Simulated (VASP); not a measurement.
Set up this calculation in VASP 6.6.1, as the native input.

```
Task                   : relaxation of cell and atoms
Functional             : LDA
Potentials or basis    : VASP PAW LDA potentials, release 64 (Tc_pv, Pt)
Cutoff                 : 600 eV
k mesh                 : 6 × 6 × 6
Occupations            : fermi-dirac, width 0.05 eV
Spin                   : no spin polarisation
Dipole correction      : no
Further INCAR settings : ALGO = Normal; EDIFF = 1e-07; IBRION = 2; EDIFFG = -0.03; NSW = 80; ISIF = 3
```

The structure of TcPt3 lies in POSCAR:

```
TcPt3
1.0
    3.9025000000      0.0000000000      0.0000000000
    0.0000000000      3.9025000000      0.0000000000
    0.0000000000      0.0000000000      3.9025000000
Tc Pt
1 3
Direct
    0.0000000000      0.0000000000      0.0000000000
    0.0000000000      0.5000000000      0.5000000000
    0.5000000000      0.0000000000      0.5000000000
    0.5000000000      0.5000000000      0.0000000000
```

One way to write it, as run:

INCAR

```
SYSTEM = TcPt3
PREC = Accurate
ENCUT = 600
EDIFF = 1E-7
ISMEAR = -1
SIGMA = 0.05
LREAL = .FALSE.
LASPH = .TRUE.
NELM = 60
ALGO = Normal
ISIF = 3
LWAVE = .FALSE.
LCHARG = .FALSE.
IBRION = 2
NSW = 80
EDIFFG = -0.03
```

KPOINTS

```
Automatic mesh
0
G
  6 6 6
  0 0 0
```

Potentials or basis: VASP PAW LDA potentials, release 64 (Tc_pv, Pt).

The run is started by

```console
$ cat potpaw_LDA.64/Tc_pv/POTCAR potpaw_LDA.64/Pt/POTCAR > POTCAR
$ mpirun -np 1 vasp_std > vasp.out
```

It gave:

```yaml
Relaxed_volume: 14.50 Å³/atom
Relaxed_cell: a = 3.871 Å, b = 3.871 Å, c = 3.871 Å, α = 90.00°, β = 90.00°, γ = 90.00°
Space_group_after_relaxing_to_0.05_Å: Pm-3m (No. 221)
Energy_gained_by_relaxing: 8.8 meV/atom
Ionic_steps: 3
Pressure_after_relaxing: -0.3 GPa
```

Run time: 26 s on 1 thread of Intel(R) Xeon(R) 6975P-C (Granite Rapids), with other jobs on the host, peak memory 0.18 GiB.
